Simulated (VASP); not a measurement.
Runs of VASP 6.6.1 on CdTe. The structure is that of space group F-43m (No. 216), or close to it. The cells are those of the table. 

| cell | gap on the mesh (eV) | pressure (GPa) |
| --- | --- | --- |
| a = 4.502 Å, angles 60.0°, 2 atoms | 0.93 | 5.6 |
| a = 4.563 Å, angles 60.0°, 2 atoms | (b) | 3.4 |
| a = 4.592 Å, angles 60.0°, 2 atoms | 0.75 | 2.4 |
| a = 4.621 Å, angles 60.0°, 2 atoms | 0.69 | 1.6 |
| a = 4.440 Å, angles 60.0°, 2 atoms | 1.07 | 8.3 |
| a = 4.471 Å, angles 60.0°, 2 atoms | 1.00 | (a) |

Alike in all rows: task single point; level PBE; potentials or basis VASP PAW PBE potentials, release 64 (Cd, Te); no spin polarisation; k mesh 6 × 6 × 6; cutoff (eV) 500; smearing fermi-dirac 0.02 eV.

Task: Fill in the values left out.

Result: (a) 6.9; (b) 0.81.

Caveats: spin-orbit coupling is left out, which moves the levels of the heavy elements; the cell stands under pressure (at least some runs).

A k mesh can miss the band edges, and the runs leave out spin-orbit coupling on Cd, Te.
